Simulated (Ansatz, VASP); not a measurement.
**One calculation of W, two programs**

```xyz
4
Lattice="2.8097 0.0000 0.0000 0.0000 4.8639 0.0000 0.0000 0.0000 4.9237" Properties=species:S:1:pos:R:3 pbc="T T T"
W     2.2285    2.7391    1.2309
W     0.5811    0.3072    1.2309
W     0.5811    2.1247    3.6928
W     2.2285    4.5567    3.6678
```

Alike in both runs: task single point; functional PBEsol; k mesh 8 × 5 × 5; occupations fermi-dirac, width 0.1 eV; no spin polarisation.

|  | VASP | Ansatz |
| --- | --- | --- |
| version | VASP 6.6.1 | Ansatz 0.2.0 |
| potentials or method | VASP PAW PBE potentials, release 64 (W_sv) | plane waves, PAW |
| plane-wave cutoff (eV) | 500 | 420 |
| valence electrons in the cell | 56 | 56 |

|  | VASP | Ansatz | Ansatz less VASP |
| --- | --- | --- | --- |
| rms of the force components (eV/Å) | 0.107 | 0.105 | -0.0015 |

VASP's potentials were made for PBE, not for PBEsol. Atom by atom the forces differ by 0.003 eV/Å (rms over components). The functional is the same, so the differences come from potentials, cutoffs and numerics.

Neither program's run includes spin-orbit coupling.
